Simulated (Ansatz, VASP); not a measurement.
**Two plane-wave programs on ZnS**

The input POSCAR:

```
ZnS
1.0
    0.0000000000      2.6781727586      2.6781727586
    2.6781727586      0.0000000000      2.6781727586
    2.6781727586      2.6781727586      0.0000000000
Zn S
1 1
Direct
    0.0000000000      0.0000000000      0.0000000000
    0.7500000000      0.7500000000      0.7500000000
```

Contents of INCAR.step1:

```
SYSTEM = ZnS
  PREC = Accurate
  ENCUT = 520
  ISMEAR = 0
  SIGMA = 0.02
  LREAL = .FALSE.
  LASPH = .TRUE.
  NELM = 60
  NBANDS = 16
  GGA = PE
  ALGO = Normal
  EDIFF = 1E-4
  LWAVE = .TRUE.
  LCHARG = .FALSE.
```

File INCAR.step2:

```
SYSTEM = ZnS
  PREC = Accurate
  ENCUT = 520
  EDIFF = 1E-6
  ISMEAR = 0
  SIGMA = 0.02
  LREAL = .FALSE.
  LASPH = .TRUE.
  NELM = 60
  ALGO = Normal
  ISIF = 2
  LWAVE = .FALSE.
  LCHARG = .FALSE.
  METAGGA = R2SCAN
  LMIXTAU = .TRUE.
  NBANDS = 16
  ISTART = 1
```

File KPOINTS:

```
Automatic mesh
0
G
  10 10 10
  0 0 0
```

Input for Ansatz:

```yaml
crystal:
  lattice:
    - [0.0, 2.6781727502, 2.6781727502]
    - [2.6781727502, 0.0, 2.6781727502]
    - [2.6781727502, 2.6781727502, 0.0]
  atoms:
    - { symbol: Zn, position: [0.0, 0.0, 0.0] }
    - { symbol: S, position: [0.75, 0.75, 0.75] }
basis:
  ecutwfc: 500
kpoints:
  mp_grid: { grid: [10, 10, 10] }
hamiltonian:
  xc: r2scan
  pseudopotentials: { kind: paw, azcp: { folder: soft_1 } }
scf:
  occupations: { method: gaussian, width: 0.02 }
output:
  forces: true
  stress: true
  eigenvalues: true
```

Alike in both runs: task single point; functional r2SCAN; k mesh 10 × 10 × 10; occupations gaussian, width 0.02 eV; no spin polarisation.

|  | VASP | Ansatz |
| --- | --- | --- |
| version | VASP 6.6.1 | Ansatz 0.2.0 |
| potentials or method | VASP PAW PBE potentials, release 64 (Zn, S), cutoff 520 eV | scalar-relativistic, plane waves, PAW |
| valence electrons in the cell | 18 | 18 |

```tsv
	VASP	Ansatz	Ansatz less VASP
gap on the k mesh at the Fermi level (eV)	2.80	2.78	-0.015
least direct gap on the mesh (eV)	2.80	2.78	-0.015
pressure (GPa)	1.5	1.5	+0.07
```

VASP's potentials were made for PBE, not for r2SCAN. With one functional, cell and mesh, what is left measures potentials, basis and numerics.
